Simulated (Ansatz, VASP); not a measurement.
# One calculation of AlNi, two programs

```
Al Ni
1.0
     2.89183    0.00000    0.00000
     0.00000    2.89183    0.00000
     0.00000    0.00000    2.89183
Al Ni
1 1
Direct
  0.50000 0.50000 0.50000
  0.00000 0.00000 0.00000
```

Alike in both runs: functional PBE; k mesh 13 × 13 × 13; occupations methfessel-paxton of order 1, width 0.1 eV; no spin polarisation.

Ansatz relaxed the structure, and its values are those at the end. VASP's run is a single point on that final structure, the one shown.

|  | VASP | Ansatz |
| --- | --- | --- |
| version | VASP 6.6.1 | Ansatz 0.2.0 |
| potentials or method | VASP PAW PBE potentials, release 64 (Al, Ni), cutoff 520 eV | plane-wave PAW DFT |
| valence electrons in the cell | 13 | 21 |

```tsv
	VASP	Ansatz	Ansatz less VASP
pressure (GPa)	0.1	0.0	-0.06
```

With one functional, cell and mesh, what is left measures potentials, basis and numerics. VASP's potentials hold 13 valence electrons a cell and Ansatz's 21, so a difference there can come from the potentials and not from the codes.
